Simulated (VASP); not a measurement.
Runs of VASP 6.6.1 on LiF. The structure is that of space group Fm-3m (No. 225), or close to it. The cells are those of the table. 

| cell | gap on the mesh (eV) |
| --- | --- |
| a = 2.806, b = 2.806, c = 2.763 Å, angles 60.5, 60.5, 59.0°, 2 atoms | 10.83 |
| a = 2.870, b = 2.870, c = 2.891 Å, angles 59.8, 59.8, 60.5°, 2 atoms | 9.97 |
| a = 2.764, b = 2.764, c = 2.677 Å, angles 61.0, 61.0, 57.9°, 2 atoms | 11.42 |
| a = 2.891, b = 2.891, c = 2.934 Å, angles 59.5, 59.5, 61.0°, 2 atoms | 9.69 |
| a = 2.785, b = 2.785, c = 2.720 Å, angles 60.8, 60.8, 58.5°, 2 atoms | (b) |
| a = 2.827, b = 2.827, c = 2.806 Å, angles 60.3, 60.3, 59.5°, 2 atoms | (a) |

Alike in all rows: task single point; level r2SCAN; potentials or basis VASP PAW PBE potentials, release 64 (Li_sv, F); no spin polarisation; k mesh 10 × 10 × 10; cutoff (eV) 520; smearing gaussian 0.05 eV.

Question: Estimate the missing entries.

Answer: (a) 10.54; (b) 11.13.

A k mesh can miss the band edges.
